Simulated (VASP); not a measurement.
Write the native input for VASP 6.6.1 that does the following.

```
Task                   : single point
Functional             : PBE
Potentials or basis    : VASP PAW PBE potentials, release 64 (Ir, O)
Cutoff                 : 520 eV
k mesh                 : 12 × 12 × 8
Occupations            : gaussian, width 0.1 eV
Spin                   : no spin polarisation
Dipole correction      : no
Further INCAR settings : ALGO = Normal; EDIFF = 1e-06; NBANDS = 28
```

The structure of Ir3O2 lies in POSCAR:

```
Ir3O2
1.0
    3.6700045380      0.0000000000      0.0000000000
   -1.8350022690      3.1783171619      0.0000000000
    0.0000000000      0.0000000000      5.6268442208
Ir O
3 2
Direct
    0.0000000000      0.0000000000      0.0000000000
    0.3333333333      0.6666666667      0.7473861194
    0.6666666667      0.3333333333      0.2526138806
    0.3333333333      0.6666666667      0.3897307234
    0.6666666667      0.3333333333      0.6102692766
```

One way to write it, as run:

INCAR

```
ALGO = Normal
EDIFF = 1E-6
ENCUT = 520
GGA = PE
ISIF = 2
ISMEAR = 0
LASPH = T
LCHARG = F
LREAL = F
LWAVE = F
NBANDS = 28
NELM = 80
PREC = Accurate
SIGMA = 0.1
```

KPOINTS

```
k-points
0
Gamma
  12 12 8
```

Potentials or basis: VASP PAW PBE potentials, release 64 (Ir, O).

Launch:

```sh
$ cat potpaw_PBE.64/Ir/POTCAR potpaw_PBE.64/O/POTCAR > POTCAR
$ mpirun -np 1 vasp_std > vasp.out
```

It gave:

```
Pressure      : 0.6 GPa
Largest force : 0.155 eV/Å
```

Caveat: an odd number of electrons without spin polarisation forces a metal; a magnetic or distorted state may lie lower.

Wall time 98 s on 1 thread of Intel(R) Xeon(R) 6975P-C (Granite Rapids), with other jobs on the host, peak memory 0.32 GiB.
